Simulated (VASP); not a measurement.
# AlGa3N4: single point with PBEsol

The system is AlGa3N4.

```
CELL_PARAMETERS angstrom
5.84428 0.02952 0.00725
0.02952 5.83282 0.12971
0.00725 0.12971 5.86217
ATOMIC_POSITIONS crystal
Al 0.78801 0.37640 0.37912
Al 0.04581 0.91258 0.11156
Ga 0.32651 0.27522 0.71661
Ga 0.55533 0.97262 0.33028
Ga 0.05279 0.78171 0.53421
Ga 0.73993 0.09708 0.92671
Ga 0.27796 0.40478 0.17247
Ga 0.97601 0.48867 0.89646
N 0.54087 0.64253 0.69288
N 0.26142 0.71787 0.33754
N 0.85827 0.03779 0.30248
N 0.36174 0.12622 0.01124
N 0.59375 0.21111 0.56758
N 0.49978 0.74689 0.84170
N 0.03901 0.40811 0.63158
N 0.73309 0.46659 0.06900
```

```json
{
  "Program": "VASP 6.6.1",
  "Task": "single point",
  "Functional": "PBEsol",
  "Potentials or basis": "VASP PAW PBE potentials, release 64 (Al, Ga_d, N)",
  "Cutoff": "520 eV",
  "k mesh": "3 × 3 × 3",
  "Occupations": "fermi-dirac, width 0.2361 eV",
  "Spin": "no spin polarisation"
}
```

| Quantity | Value |
| --- | --- |
| Pressure | 10.3 GPa |
| Largest force | 5.882 eV/Å |
| Band gap on the k mesh | zero (bands 62 and 63 overlap by 0.02 eV) |

Forces on the atoms (eV/Å):
```
Al   1.366 -1.340  0.241
Al   4.838 -1.624 -1.909
Ga  -0.237 -0.449 -1.070
Ga  -3.023 -0.994  0.969
Ga  -2.307  1.010  3.842
Ga  -2.030  1.180 -2.047
Ga   1.066  1.413  0.391
Ga   0.014  2.998  3.683
N    0.885 -1.417 -3.618
N    3.197  0.874 -3.829
N    1.160 -0.116  0.795
N   -0.367 -0.327  1.788
N   -1.920 -0.688  0.099
N   -0.881  1.823  3.025
N    0.392 -1.460 -5.685
N   -2.154 -0.882  3.323
```

Stress tensor (GPa, compression positive):
```
  9.78  -5.12 -11.68
 -5.12   3.89   3.57
-11.68   3.57  17.21
```

Levels at points of the mesh, in eV from the Fermi level:
| k point | band 59 | band 60 | band 61 | band 62 | band 63 | band 64 | band 65 | band 66 |
| --- | --- | --- | --- | --- | --- | --- | --- | --- |
| (0.00, 0.00, 0.00) | -2.41 | -1.92 | -0.60 | -0.17 | 0.33 | 0.79 | 1.78 | 1.84 |

Run time: 16 min on 1 thread of AMD EPYC 7R13, on a shared host, peak memory 0.39 GiB.

Caveat: the standard files for N, O and F lose accuracy on very short bonds; the atoms stand as in a frame of molecular dynamics; the PAW data sets were made with another functional, which shifts forces and pressure a little.
